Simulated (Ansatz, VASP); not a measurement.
**GeMo in VASP and in Ansatz**

```
Mo Ge
1.0
     0.00000    2.05637    2.05637
     2.05637    0.00000    2.05637
     2.05637    2.05637    0.00000
Mo Ge
1 1
Direct
  0.00000 0.00000 0.00000
  0.50000 0.50000 0.50000
```

Change from the starting cell: volume scaled by 0.52, PAW files.

Alike in both runs: task single point; functional r2SCAN; k mesh 14 × 14 × 14; occupations fermi-dirac, width 0.08 eV; no spin polarisation.

```csv
,VASP,Ansatz
version,VASP 6.6.1,Ansatz 0.2.0
potentials or method,"VASP PAW PBE potentials, release 64 (Mo_sv, Ge_d)","PAW with Ansatz's default frozen-core files, scalar-relativistic"
plane-wave cutoff (eV),520,500
valence electrons in the cell,28,28
```

```csv
,VASP,Ansatz,Ansatz less VASP
pressure (GPa),451.4,439.3,-12.15
```

VASP's potentials were made for PBE, not for r2SCAN. Both programs put the cell under a high pressure, so it lies far from rest at this level.

Noted on VASP's run: the cell as given lies far from equilibrium.
